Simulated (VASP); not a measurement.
# KF (Fm-3m) in VASP: notebook

The runs below take KF through single point, with PBEsol+D3(BJ).

Everything below comes from runs of VASP 6.6.1. Logs are shortened: lines on timing, memory, paths and dates and some standing lists are left out, and cuts for length are marked.

### Step 1. The cell of the first run

It takes space group Fm-3m (No. 225, cubic). Conventional cell: a = 5.192 Å, b = 5.192 Å, c = 5.192 Å, α = 90.00°, β = 90.00°, γ = 90.00°. K (site symmetry m-3m) has 6 F at 2.60 Å within 3.4 Å. Within 3.4 Å of F (site symmetry m-3m) lie 6 K at 2.60 Å.

### Step 2. Single point, PBEsol+D3(BJ) (volume scaled by 0.98)

Input file INCAR:

```
PREC = Accurate
ENCUT = 520
EDIFF = 1E-7
ISMEAR = 0
SIGMA = 0.05
LREAL = False
LASPH = True
NELM = 80
ALGO = Normal
ISIF = 2
LWAVE = False
LCHARG = False
GGA = PS
IVDW = 12
NBANDS = 15
```

Input file KPOINTS:

```
regular mesh
0
Gamma
  8 8 8
```

Input file POSCAR:

```
KF
1.0
    0.0000000000      2.5959276008      2.5959276008
    2.5959276008      0.0000000000      2.5959276008
    2.5959276008      2.5959276008      0.0000000000
K F
1 1
Direct
    0.0000000000      0.0000000000      0.0000000000
    0.5000000000      0.5000000000      0.5000000000
```

Potentials or basis: VASP PAW PBE potentials, release 64 (K_sv, F).

Run with:

```console
> cat potpaw_PBE.64/K_sv/POTCAR potpaw_PBE.64/F/POTCAR > POTCAR
> mpirun -np 1 vasp_std > vasp.out
```

OUTCAR:

```text
PREC = Accurate
   ENCUT = 520
   EDIFF = 1E-7
   ISMEAR = 0
   LREAL = False
   LASPH = True
   NELM = 80
   ISIF = 2
   GGA = PS
   IVDW = 12
 IVDW          = 12

 ion  position               nearest neighbor table
   1  0.000  0.000  0.000-   2 2.60   2 2.60   2 2.60   2 2.60   2 2.60   2 2.60
   2  0.500  0.500  0.500-   1 2.60   1 2.60   1 2.60   1 2.60   1 2.60   1 2.60

  LATTYP: Found a face centered cubic cell.
 ALAT       =     5.1918552016

  Lattice vectors:

 A1 = (   0.0000000000,   2.5959276008,   2.5959276008)
 A2 = (   2.5959276008,   0.0000000000,   2.5959276008)
 A3 = (   2.5959276008,   2.5959276008,   0.0000000000)

Analysis of symmetry for initial positions (statically):
=====================================================================
 Subroutine PRICEL returns:
 Original cell was already a primitive cell.

 Routine SETGRP: Setting up the symmetry group for a
 face centered cubic supercell.

 Subroutine GETGRP returns: Found 48 space group operations
 (whereof 48 operations were pure point group operations)
 out of a pool of 48 trial point group operations.

The static configuration has the point symmetry O_h .

Analysis of symmetry for dynamics (positions and initial velocities):
=====================================================================
 Subroutine PRICEL returns:
 Original cell was already a primitive cell.

 Routine SETGRP: Setting up the symmetry group for a
 face centered cubic supercell.

 Subroutine GETGRP returns: Found 48 space group operations
 (whereof 48 operations were pure point group operations)
 out of a pool of 48 trial point group operations.

The dynamic configuration has the point symmetry O_h .

 Subroutine INISYM returns: Found 48 space group operations
 (whereof 48 operations are pure point group operations),
 and found     1 'primitive' translations

----------------------------------------------------------------------------------------

                                     Primitive cell

  volume of cell :      34.9871

  direct lattice vectors                    reciprocal lattice vectors
     0.000000000  2.595927601  2.595927601    -0.192609378  0.192609378  0.192609378
     2.595927601  0.000000000  2.595927601     0.192609378 -0.192609378  0.192609378
     2.595927601  2.595927601  0.000000000     0.192609378  0.192609378 -0.192609378

  length of vectors
     3.671196020  3.671196020  3.671196020     0.333609228  0.333609228  0.333609228

  position of ions in fractional coordinates (direct lattice)
[... 90 lines left out ...]
   NELECT =      16.0000    total number of electrons
   NUPDOWN=      -1.0000    fix difference up-down
   EMIN   =  10.00;   EMAX   =-10.00  energy-range for DOS
   EFERMI =   0.00;   METHOD = LEGACY
   ISMEAR =     0;   SIGMA  =   0.05  broadening in eV -4-tet -1-fermi 0-gaus
   EFERMI_NEDOS =   21; number of points for ismear=-14 and -15
   IALGO  =     38    algorithm
   IMIX   =      4    mixing-type and parameters
     AMIX     =   0.40;   BMIX     =  1.00
     AMIX_MAG =   1.60;   BMIX_MAG =  1.00
  volume/ion in A,a.u.               =      17.49       118.05
  Fermi-wavevector in a.u.,A,eV,Ry     =   1.261282  2.383478 21.644592  1.590833
  Thomas-Fermi vector in A             =   2.394749
   LORBIT       =      0    0 simple, 1 ext, 2 COOP (PROOUT), +10 PAW based schemes
   GGA     = PS    functional components
   LHFCALC =     F    Hartree Fock is set to
   AEXX    =    0.0000 exact exchange contribution
   IVDW    =    12    specifies the selected vdW correction
   LEPSILON=     F    determine dielectric tensor
   LRPA    =     F    only Hartree local field effects (RPA)
 non-spin polarized calculation
 Gauss-broadening in eV      SIGMA  =   0.05
  energy-cutoff  :      520.00
  volume of cell :       34.99
 maximum number of plane-waves:       960
   NGX = 13   NGY = 13   NGZ = 13

 number of electron      16.0000003 magnetization

 Free energy of the ion-electron system (eV)
  ---------------------------------------------------
  ext. energy  EPLUGINS =         0.00000000
  ---------------------------------------------------
  free energy    TOTEN  =        -8.49785915 eV

  energy without entropy =       -8.49785915  energy(sigma->0) =       -8.49785915

 E-fermi :  -2.4276     XC(G=0):  -9.0347

 val. band max:       -2.6657394983   @ k =   0.0000   0.0000   0.0000
 cond. band min:       3.8151763585   @ k =   0.0000   0.0000   0.0000
 fundamental gap:      6.4809158568
 Fermi energy:        -2.4276034344

 k-point     1 :       0.0000    0.0000    0.0000
  band No.  band energies     occupation
      1     -28.4056      2.00000
      2     -21.2401      2.00000
      3     -11.6407      2.00000
      4     -11.6407      2.00000
      5     -11.6407      2.00000
      6      -2.6657      2.00000
      7      -2.6657      2.00000
      8      -2.6657      2.00000
      9       3.8152      0.00000
     10       8.1888      0.00000
     11       8.1888      0.00000
     12       8.1888      0.00000
     13       9.9898      0.00000
     14       9.9898      0.00000
[... 401 lines left out ...]
      2     -21.3570      2.00000
      3     -12.0554      2.00000
      4     -11.9330      2.00000
      5     -11.7280      2.00000
      6      -3.3159      2.00000
      7      -2.9915      2.00000
      8      -2.9486      2.00000
      9       6.9621      0.00000
     10       7.7182      0.00000
     11       9.4652      0.00000
     12      10.4943      0.00000
     13      11.8837      0.00000
     14      13.0519      0.00000
     15      13.4587      0.00000

 [... further k-points ...]

------------------------ aborting loop because EDIFF is reached ----------------------------------------

 Edisp (eV)   -0.35399

 E8    (eV) :    -0.2502

  FORCE on cell =-STRESS in cart. coord.  units (eV):
  Direction    XX          YY          ZZ          XY          YZ          ZX
  --------------------------------------------------------------------------------------
  -------------------------------------------------------------------------------------
  Total       0.21737     0.21737     0.21737     0.00000    -0.00000     0.00000
  in kB       9.95415     9.95415     9.95415     0.00000    -0.00000     0.00000
  external pressure =        9.95 kB  Pullay stress =        0.00 kB

 VOLUME and BASIS-vectors are now :
 -----------------------------------------------------------------------------
  energy-cutoff  :      520.00
  volume of cell :       34.99
      direct lattice vectors                 reciprocal lattice vectors
     0.000000000  2.595927601  2.595927601    -0.192609378  0.192609378  0.192609378
     2.595927601  0.000000000  2.595927601     0.192609378 -0.192609378  0.192609378
     2.595927601  2.595927601  0.000000000     0.192609378  0.192609378 -0.192609378

 POSITION                                       TOTAL-FORCE (eV/Angst)
 -----------------------------------------------------------------------------------
      0.00000      0.00000      0.00000         0.000000      0.000000     -0.000000
      2.59593      2.59593      2.59593         0.000000     -0.000000      0.000000
 -----------------------------------------------------------------------------------
    total drift:                                0.000000      0.000000      0.000000

  FREE ENERGIE OF THE ION-ELECTRON SYSTEM (eV)
  ---------------------------------------------------
  free  energy   TOTEN  =        -8.8518442831 eV

  energy  without entropy=       -8.8518442831  energy(sigma->0) =       -8.85184428
```

OSZICAR:

```text
N       E                     dE             d eps       ncg     rms          rms(c)
DAV:   1     0.110365183258E+03    0.11037E+03   -0.84974E+03   870   0.106E+03
DAV:   2    -0.524144089756E+01   -0.11561E+03   -0.10548E+03  1145   0.285E+02
DAV:   3    -0.950652714026E+01   -0.42651E+01   -0.42427E+01  1159   0.497E+01
DAV:   4    -0.960526960143E+01   -0.98742E-01   -0.98737E-01  1151   0.731E+00
DAV:   5    -0.960661276390E+01   -0.13432E-02   -0.13431E-02  1204   0.682E-01    0.609E+00
DAV:   6    -0.853380500072E+01    0.10728E+01   -0.28703E+00   898   0.149E+01    0.465E+00
DAV:   7    -0.850303183486E+01    0.30773E-01   -0.68184E-02  1122   0.227E+00    0.267E+00
DAV:   8    -0.849612890463E+01    0.69029E-02   -0.46002E-02   968   0.216E+00    0.203E-01
DAV:   9    -0.849736636415E+01   -0.12375E-02   -0.43598E-03  1101   0.555E-01    0.121E-01
DAV:  10    -0.849768407833E+01   -0.31771E-03   -0.36405E-04   970   0.179E-01    0.710E-02
DAV:  11    -0.849786063236E+01   -0.17655E-03   -0.16893E-04   905   0.101E-01    0.172E-02
DAV:  12    -0.849785900118E+01    0.16312E-05   -0.12231E-05  1104   0.369E-02    0.480E-03
DAV:  13    -0.849785910665E+01   -0.10547E-06   -0.22208E-06   961   0.134E-02    0.284E-03
DAV:  14    -0.849785914907E+01   -0.42417E-07   -0.54866E-08   884   0.248E-03
   1 F= -.88518443E+01 E0= -.88518443E+01  d E =-.261130E-13
```

It took 24 s on 1 thread of AMD EPYC 7R13 (Zen 3), shared host; peak memory 0.14 GiB.

What came out:

| Quantity | Value |
| --- | --- |
| Free energy | -8.8518 eV |
| Pressure | 1.0 GPa |
| Band gap on the k mesh | 6.48 eV, direct |
| Dispersion energy per atom | -0.177 eV |

Levels at points of the mesh, in eV from the valence-band top:
```csv
k point,band 5,band 6,band 7,band 8,band 9,band 10,band 11,band 12
"(0.00, 0.00, 0.00)",-8.98,0.00,0.00,0.00,6.48,10.85,10.85,10.85
"(0.50, 0.00, 0.00)",-9.02,-0.92,-0.44,-0.44,9.32,11.10,12.46,12.46
"(0.50, 0.50, 0.00)",-9.26,-0.16,-0.03,-0.03,8.14,10.72,12.35,14.06
```

Caveat: the PAW data sets were made with another functional, which shifts forces and pressure a little.

### Step 3. Single point, PBEsol+D3(BJ) (volume scaled by 0.96)

Input file INCAR:

```
SYSTEM = KF
ALGO     = Normal         ! electronic algorithm
EDIFF    = 1E-6           ! SCF threshold, eV
ENCUT    = 520            ! plane-wave cutoff, eV
GGA      = PS             ! functional
ISIF     = 2              ! what is computed and relaxed
ISMEAR   = 0              ! smearing method
IVDW     = 12             ! dispersion correction
LASPH    = .True.         ! aspherical terms in the spheres
LCHARG   = .False.        ! write CHGCAR
LREAL    = .False.        ! projectors in reciprocal space
LWAVE    = .False.        ! write WAVECAR
NBANDS   = 15             ! bands
NELM     = 60             ! most SCF steps
PREC     = Accurate       ! precision mode
SIGMA    = 0.05           ! smearing width, eV
```

Input file KPOINTS:

```
k-points
0
Gamma
  8 8 8
  0 0 0
```

Input file POSCAR:

```
KF
1.0
    0.0000000000      2.5781467167      2.5781467167
    2.5781467167      0.0000000000      2.5781467167
    2.5781467167      2.5781467167      0.0000000000
K F
1 1
Direct
    0.0000000000      0.0000000000      0.0000000000
    0.5000000000      0.5000000000      0.5000000000
```

Potentials or basis: VASP PAW PBE potentials, release 64 (K_sv, F).

Run with:

```console
> cat potpaw_PBE.64/K_sv/POTCAR potpaw_PBE.64/F/POTCAR > POTCAR
> mpirun -np 1 vasp_std > vasp.out
```

Run time: 19 s. Hardware: 1 thread of AMD EPYC 7R13 (Zen 3), shared host; peak memory 0.14 GiB.

Results (log left out):

| Quantity | Value |
| --- | --- |
| Free energy | -8.8443 eV |
| Pressure | 1.9 GPa |
| Band gap on the k mesh | 6.60 eV, direct |
| Dispersion energy per atom | -0.181 eV |

Levels at points of the mesh, in eV from the valence-band top:
| k point | band 5 | band 6 | band 7 | band 8 | band 9 | band 10 | band 11 | band 12 |
| --- | --- | --- | --- | --- | --- | --- | --- | --- |
| (0.00, 0.00, 0.00) | -8.91 | 0.00 | 0.00 | 0.00 | 6.60 | 10.90 | 10.90 | 10.90 |
| (0.50, 0.00, 0.00) | -8.95 | -0.95 | -0.46 | -0.46 | 9.40 | 11.26 | 12.55 | 12.55 |
| (0.50, 0.50, 0.00) | -9.21 | -0.14 | -0.02 | -0.02 | 8.14 | 10.84 | 12.52 | 14.17 |

Caveat: the PAW data sets were made with another functional, which shifts forces and pressure a little. A k mesh can miss the band edges.

(Part 1 of 2 ends here.)
